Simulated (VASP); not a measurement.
# KI (Fm-3m) in VASP: further runs

KI is run at these levels: PBEsol; tasks: elastic constants.

All numbers are computed with VASP 6.6.1; they aren't measurements. Logs are shortened: lines on timing, memory, paths and dates and some standing lists are left out, and cuts for length are marked.

### Step 1. The cell of the first run

The structure is cubic, space group Fm-3m (No. 225). The conventional cell has a = 6.076 Å, b = 6.076 Å, c = 6.076 Å, α = 90.00°, β = 90.00°, γ = 90.00°. K (site symmetry m-3m) has 6 I at 3.04 Å within 4.0 Å. I (site symmetry m-3m) has 6 K at 3.04 Å within 4.0 Å.

### Step 2. Elastic constants, PBEsol

File INCAR:

```
SYSTEM = KI
  PREC = Accurate
  ENCUT = 600
  EDIFF = 1E-8
  ISMEAR = 0
  SIGMA = 0.01
  LREAL = .FALSE.
  LASPH = .TRUE.
  NELM = 100
  ALGO = Normal
  ISIF = 3
  LWAVE = .FALSE.
  LCHARG = .FALSE.
  GGA = PS
  NBANDS = 15
  IBRION = 6
  NFREE = 2
  POTIM = 0.015
  NSW = 1
```

File KPOINTS:

```
regular mesh
0
G
  6 6 6
  0 0 0
```

File POSCAR:

```
KI
1.0
    0.0000000000      3.0380568200      3.0380568200
    3.0380568200      0.0000000000      3.0380568200
    3.0380568200      3.0380568200      0.0000000000
K I
1 1
Direct
    0.0000000000      0.0000000000      0.0000000000
    0.5000000000      0.5000000000      0.5000000000
```

Potentials or basis: VASP PAW PBE potentials, release 64 (K_sv, I).

Started as:

```
> cat potpaw_PBE.64/K_sv/POTCAR potpaw_PBE.64/I/POTCAR > POTCAR
> mpirun -np 1 vasp_std > vasp.out
```

OUTCAR:

```text
SYSTEM = KI
   PREC = Accurate
   ENCUT = 600
   EDIFF = 1E-8
   ISMEAR = 0
   LREAL = .FALSE.
   LASPH = .TRUE.
   NELM = 100
   ISIF = 3
   GGA = PS
   IBRION = 6
   NFREE = 2
   POTIM = 0.015
   NSW = 1

 ion  position               nearest neighbor table
   1  0.000  0.000  0.000-   2 3.04   2 3.04   2 3.04   2 3.04   2 3.04   2 3.04
   2  0.500  0.500  0.500-   1 3.04   1 3.04   1 3.04   1 3.04   1 3.04   1 3.04

  LATTYP: Found a face centered cubic cell.
 ALAT       =     6.0761136400

  Lattice vectors:

 A1 = (   0.0000000000,   3.0380568200,   3.0380568200)
 A2 = (   3.0380568200,   0.0000000000,   3.0380568200)
 A3 = (   3.0380568200,   3.0380568200,   0.0000000000)

Analysis of symmetry for initial positions (statically):
=====================================================================
 Subroutine PRICEL returns:
 Original cell was already a primitive cell.

 Routine SETGRP: Setting up the symmetry group for a
 face centered cubic supercell.

 Subroutine GETGRP returns: Found 48 space group operations
 (whereof 48 operations were pure point group operations)
 out of a pool of 48 trial point group operations.

The static configuration has the point symmetry O_h .

Analysis of symmetry for dynamics (positions and initial velocities):
=====================================================================
 Subroutine PRICEL returns:
 Original cell was already a primitive cell.

 Routine SETGRP: Setting up the symmetry group for a
 face centered cubic supercell.

 Subroutine GETGRP returns: Found 48 space group operations
 (whereof 48 operations were pure point group operations)
 out of a pool of 48 trial point group operations.

The dynamic configuration has the point symmetry O_h .

 Subroutine INISYM returns: Found 48 space group operations
 (whereof 48 operations are pure point group operations),
 and found     1 'primitive' translations

----------------------------------------------------------------------------------------

                                     Primitive cell

  volume of cell :      56.0812

  direct lattice vectors                    reciprocal lattice vectors
     0.000000000  3.038056820  3.038056820    -0.164578884  0.164578884  0.164578884
     3.038056820  0.000000000  3.038056820     0.164578884 -0.164578884  0.164578884
     3.038056820  3.038056820  0.000000000     0.164578884  0.164578884 -0.164578884

  length of vectors
     4.296461158  4.296461158  4.296461158     0.285058988  0.285058988  0.285058988

  position of ions in fractional coordinates (direct lattice)
     0.000000000  0.000000000  0.000000000
     0.500000000  0.500000000  0.500000000

  ion indices of the primitive-cell ions
   primitive index   ion index
                 1           1
                 2           2

----------------------------------------------------------------------------------------

 KPOINTS: regular mesh

Automatic generation of k-mesh.
 Grid dimensions read from file:
 generate k-points for:    6    6    6

 Generating k-lattice:

  Cartesian coordinates                     Fractional coordinates (reciprocal lattice)
    -0.027429814  0.027429814  0.027429814     0.166666667  0.000000000  0.000000000
     0.027429814 -0.027429814  0.027429814     0.000000000  0.166666667  0.000000000
     0.027429814  0.027429814 -0.027429814     0.000000000  0.000000000  0.166666667

  Length of vectors
     0.047509831  0.047509831  0.047509831

  Shift w.r.t. Gamma in fractional coordinates (k-lattice)
     0.000000000  0.000000000  0.000000000

 Subroutine IBZKPT returns following result:
 ===========================================

 Found     16 irreducible k-points:

 Following reciprocal coordinates:
            Coordinates               Weight
  0.000000  0.000000  0.000000      1.000000
  0.166667  0.000000  0.000000      8.000000
  0.333333  0.000000  0.000000      8.000000
  0.500000  0.000000  0.000000      4.000000
[... 51 lines left out ...]
  volume/ion in A,a.u.               =      28.04       189.23
  Fermi-wavevector in a.u.,A,eV,Ry     =   1.077727  2.036610 15.803118  1.161496
  Thomas-Fermi vector in A             =   2.213647
   LORBIT       =      0    0 simple, 1 ext, 2 COOP (PROOUT), +10 PAW based schemes
   GGA     = PS    functional components
   LHFCALC =     F    Hartree Fock is set to
   AEXX    =    0.0000 exact exchange contribution
   IVDW    =     0    specifies the selected vdW correction
   LEPSILON=     F    determine dielectric tensor
   LRPA    =     F    only Hartree local field effects (RPA)
 finite differences with symmetry
 non-spin polarized calculation
 Gauss-broadening in eV      SIGMA  =   0.01
  energy-cutoff  :      600.00
  volume of cell :       56.08
 maximum number of plane-waves:      1895
 NGX is ok and might be reduce to    36
   NGX = 17   NGY = 17   NGZ = 17

--------------------------------------- Ionic step        1  -------------------------------------------

 number of electron      15.9999999 magnetization

 Free energy of the ion-electron system (eV)
  ---------------------------------------------------
  ext. energy  EPLUGINS =         0.00000000
  ---------------------------------------------------
  free energy    TOTEN  =        -4.87123587 eV

  energy without entropy =       -4.87123587  energy(sigma->0) =       -4.87123587

------------------------ aborting loop because EDIFF is reached ----------------------------------------

  FORCE on cell =-STRESS in cart. coord.  units (eV):
  Direction    XX          YY          ZZ          XY          YZ          ZX
  --------------------------------------------------------------------------------------
  -------------------------------------------------------------------------------------
  Total        5.3387127      5.3387127      5.3387127      0.0000000      0.0000000      0.0000000
  in kB      152.5209364    152.5209364    152.5209364      0.0000000      0.0000000      0.0000000
  external PRESSURE =     152.5209364 kB  Pullay stress =       0.0000000 kB
[... 89 lines left out ...]
  FREE ENERGIE OF THE ION-ELECTRON SYSTEM (eV)
  ---------------------------------------------------
  free  energy   TOTEN  =        -4.7835300477 eV

  energy  without entropy=       -4.7835300477  energy(sigma->0) =       -4.78353005

[... ionic steps 4 to 14 ...]

--------------------------------------- Ionic step       15  -------------------------------------------

 number of electron      15.9999999 magnetization

------------------------ aborting loop because EDIFF is reached ----------------------------------------
[... 67 lines left out ...]
--------------------------------------- Ionic step       17  -------------------------------------------

 number of electron      15.9999999 magnetization

 Free energy of the ion-electron system (eV)
  ---------------------------------------------------
  ext. energy  EPLUGINS =         0.00000000
  ---------------------------------------------------
  free energy    TOTEN  =        -4.87063377 eV

  energy without entropy =       -4.87063377  energy(sigma->0) =       -4.87063377

 E-fermi :   2.8068     XC(G=0):  -9.3154

 val. band max:        2.7326855009   @ k =   0.0000   0.0000   0.0000
 cond. band min:       6.1955579369   @ k =   0.0000   0.5000   0.5000
 fundamental gap:      3.4628724361
 Fermi energy:         2.8068245271

 k-point     1 :       0.0000    0.0000    0.0000
  band No.  band energies     occupation
      1     -25.2725      2.00000
      2      -8.9297      2.00000
      3      -8.9161      2.00000
      4      -8.9161      2.00000
      5      -8.8950      2.00000
      6       2.7325      2.00000
      7       2.7325      2.00000
      8       2.7327      2.00000
      9       7.9394      0.00000
     10       8.4499      0.00000
     11       8.4501      0.00000
     12       8.4501      0.00000
     13       9.5870      0.00000
     14       9.5877      0.00000
[... 401 lines left out ...]
      2      -9.7443      2.00000
      3      -9.1430      2.00000
      4      -8.9652      2.00000
      5      -7.6241      2.00000
      6       0.7312      2.00000
      7       1.2532      2.00000
      8       1.7742      2.00000
      9       8.2840      0.00000
     10      10.3222      0.00000
     11      10.8877      0.00000
     12      11.3100      0.00000
     13      12.3863      0.00000
     14      12.4479      0.00000
     15      14.4604      0.00000

 [... further k-points ...]

------------------------ aborting loop because EDIFF is reached ----------------------------------------

  FORCE on cell =-STRESS in cart. coord.  units (eV):
  Direction    XX          YY          ZZ          XY          YZ          ZX
  --------------------------------------------------------------------------------------
  -------------------------------------------------------------------------------------
  Total        5.3442542      5.3371934      5.3371934      0.0000000     -0.0000000      0.0000000
  in kB      152.6792499    152.4775306    152.4775306      0.0000000     -0.0000000      0.0000000
  external PRESSURE =     152.5447704 kB  Pullay stress =       0.0000000 kB
[... 17 lines left out ...]
  FREE ENERGIE OF THE ION-ELECTRON SYSTEM (eV)
  ---------------------------------------------------
  free  energy   TOTEN  =        -4.8706337684 eV

  energy  without entropy=       -4.8706337684  energy(sigma->0) =       -4.87063377

 INTERNAL STRAIN TENSORS FROM STRAINED CELLS
 ============================================

 INTERNAL STRAIN TENSOR FOR ION    1 for displacements in x,y,z  (eV/Angst):
          X           Y           Z          XY          YZ          ZX
  --------------------------------------------------------------------------------
  x     0.00000    -0.00000     0.00000     0.00000     0.00000     0.00000
  y     0.00000     0.00000    -0.00000    -0.00000     0.00000    -0.00000
  z    -0.00000     0.00000     0.00000     0.00000    -0.00000     0.00000

 INTERNAL STRAIN TENSORS FROM DISPLACED ATOMS
 ============================================

 INTERNAL STRAIN TENSOR FOR ION    1 for displacements in x,y,z  (eV/Angst):
          X           Y           Z          XY          YZ          ZX
  --------------------------------------------------------------------------------
  x     0.00000     0.00000     0.00000     0.00000     0.00000     0.00000
  y     0.00000     0.00000     0.00000     0.00000     0.00000     0.00000
  z     0.00000     0.00000     0.00000     0.00000     0.00000     0.00000

 INTERNAL STRAIN TENSOR FOR ION    2 for displacements in x,y,z  (eV/Angst):
          X           Y           Z          XY          YZ          ZX
  --------------------------------------------------------------------------------
  x     0.00000     0.00000     0.00000     0.00000     0.00000     0.00000
  y     0.00000     0.00000     0.00000     0.00000     0.00000     0.00000
  z     0.00000     0.00000     0.00000     0.00000     0.00000     0.00000

 Eigenvectors and eigenvalues of the dynamical matrix
 ----------------------------------------------------

   1 f  =    6.617614 THz    41.579696 2PiTHz  220.739848 cm-1    27.368241 meV
             X         Y         Z           dx          dy          dz
      0.000000  0.000000  0.000000    -0.000000   -0.874379    0.000000
      3.038057  3.038057  3.038057     0.000000    0.485244    0.000000
[... 21 lines left out ...]
   6 f/i=    0.000511 THz     0.003213 2PiTHz    0.017056 cm-1     0.002115 meV
             X         Y         Z           dx          dy          dz
      0.000000  0.000000  0.000000    -0.388004    0.291401    0.000000
      3.038057  3.038057  3.038057    -0.699159    0.525085    0.000000

--------------------------------------------------------------------------------------------------------

 ELASTIC MODULI CONTR FROM IONIC RELAXATION (kBar)
 Direction    XX          YY          ZZ          XY          YZ          ZX
 --------------------------------------------------------------------------------
 XX           0.0000      0.0000      0.0000      0.0000      0.0000      0.0000
 YY           0.0000      0.0000      0.0000      0.0000      0.0000      0.0000
 ZZ           0.0000      0.0000      0.0000      0.0000      0.0000      0.0000
 XY           0.0000      0.0000      0.0000      0.0000      0.0000      0.0000
 YZ           0.0000      0.0000      0.0000      0.0000      0.0000      0.0000
 ZX           0.0000      0.0000      0.0000      0.0000      0.0000      0.0000
 --------------------------------------------------------------------------------

 TOTAL ELASTIC MODULI (kBar)
 Direction    XX          YY          ZZ          XY          YZ          ZX
 --------------------------------------------------------------------------------
 XX        1696.5855     11.1600     11.1600      0.0000     -0.0000     -0.0000
 YY          11.1600   1696.5855     11.1600      0.0000     -0.0000     -0.0000
 ZZ          11.1600     11.1600   1696.5855     -0.0000      0.0000      0.0000
 XY           0.0000      0.0000     -0.0000    -39.2844     -0.0000      0.0000
 YZ          -0.0000     -0.0000      0.0000     -0.0000    -39.2844      0.0000
 ZX          -0.0000     -0.0000      0.0000      0.0000      0.0000    -39.2844
 --------------------------------------------------------------------------------
```

It took 5.3 min on 1 thread of Intel Xeon Platinum 8488C (Sapphire Rapids), shared host; peak memory 0.28 GiB.

What came out:

| Quantity | Value |
| --- | --- |
| Elastic constants C11, C12, C44 | 170, 1, -4 GPa |
| Voigt bulk modulus | 57 GPa |
| Highest phonon frequency at Γ, LO-TO splitting left out | 221 cm⁻¹ |

Phonon frequencies in cm⁻¹ (negative: imaginary):
```csv
q point,frequencies
"(0.000, 0.000, 0.000)",0 0 0 221 221 221
```

Elastic tensor in Voigt notation (GPa, in the Cartesian axes of the cell as first typed):
```
170   1   1   0   0   0
  1 170   1   0   0   0
  1   1 170   0   0   0
  0   0   0  -4   0   0
  0   0   0   0  -4   0
  0   0   0   0   0  -4
```

Clamped-ion elastic tensor (GPa):
```
170   1   1   0   0   0
  1 170   1   0   0   0
  1   1 170   0   0   0
  0   0   0  -4   0   0
  0   0   0   0  -4   0
  0   0   0   0   0  -4
```

Caveat: the cell is under stress, which shifts elastic constants; the elastic tensor has a negative eigenvalue, so either the cell is unstable as it stands or the mesh is too thin; the PAW data sets were made with another functional, which shifts forces and pressure a little; spin-orbit coupling is left out, which moves the levels of the heavy elements.

[end of part 1 of 2]
